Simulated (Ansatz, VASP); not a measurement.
One calculation of Au, two programs

The input POSCAR:

```
Au
1.0
   -1.7069870700      1.7069870700      1.6821280350
    1.7069870700     -1.7069870700      1.6821280350
    1.7069870700      1.7069870700     -1.6821280350
Au
1
Direct
    0.0000000000      0.0000000000      0.0000000000
```

File INCAR.step1:

```
SYSTEM = Au
PREC = Accurate ; ENCUT = 520
ISMEAR = 0 ; SIGMA = 0.15
LREAL = .False. ; LASPH = .True.
NELM = 60 ; NBANDS = 12
GGA = PE ; ALGO = Normal
EDIFF = 1E-4 ; LWAVE = .True.
LCHARG = .False.
```

Contents of INCAR.step2:

```
SYSTEM = Au
PREC = Accurate ; ENCUT = 520
EDIFF = 1E-6 ; ISMEAR = 0
SIGMA = 0.15 ; LREAL = .False.
LASPH = .True. ; NELM = 60
ALGO = Normal ; ISIF = 2
LWAVE = .False. ; LCHARG = .False.
METAGGA = R2SCAN ; LMIXTAU = .True.
NBANDS = 12 ; ISTART = 1
```

Contents of KPOINTS:

```
Automatic mesh
0
Gamma
  20 20 20
  0 0 0
```

Input for Ansatz:

```yaml
crystal:
  lattice:
    - [-1.70698707, 1.70698707, 1.682128035]
    - [1.70698707, -1.70698707, 1.682128035]
    - [1.70698707, 1.70698707, -1.682128035]
  atoms:
    - { symbol: Au, position: [0.0, 0.0, 0.0] }
basis:
  ecutwfc: 500
kpoints:
  mp_grid: { grid: [20, 20, 20] }
hamiltonian:
  xc: r2scan
scf:
  occupations: { method: gaussian, width: 0.15 }
output:
  forces: true
  stress: true
  eigenvalues: true
```

Change from the starting cell: strain +0.030 along x and y, +0.015 along z, atoms carried along.

Alike in both runs: task single point; functional r2SCAN; k mesh 20 × 20 × 20; occupations gaussian, width 0.15 eV; no spin polarisation.

|  | VASP | Ansatz |
| --- | --- | --- |
| version | VASP 6.6.1 | Ansatz 0.2.0 |
| potentials or method | VASP PAW PBE potentials, release 64 (Au), cutoff 520 eV | scalar-relativistic, plane waves, PAW |
| valence electrons in the cell | 11 | 19 |

|  | VASP | Ansatz | Ansatz less VASP |
| --- | --- | --- | --- |
| gap on the k mesh at the Fermi level (eV) | none | none | - |
| pressure (GPa) | -11.6 | -11.7 | -0.12 |
| traceless stress, the component that is largest in VASP (GPa) | -0.05 | -0.05 | +0.002 |

VASP's potentials were made for PBE, not for r2SCAN. A gap of «none» marks a metal or a gap that the smearing closes. VASP's potentials hold 11 valence electrons a cell and Ansatz's 19, so a difference there can come from the potentials and not from the codes.

Neither program's run includes spin-orbit coupling.
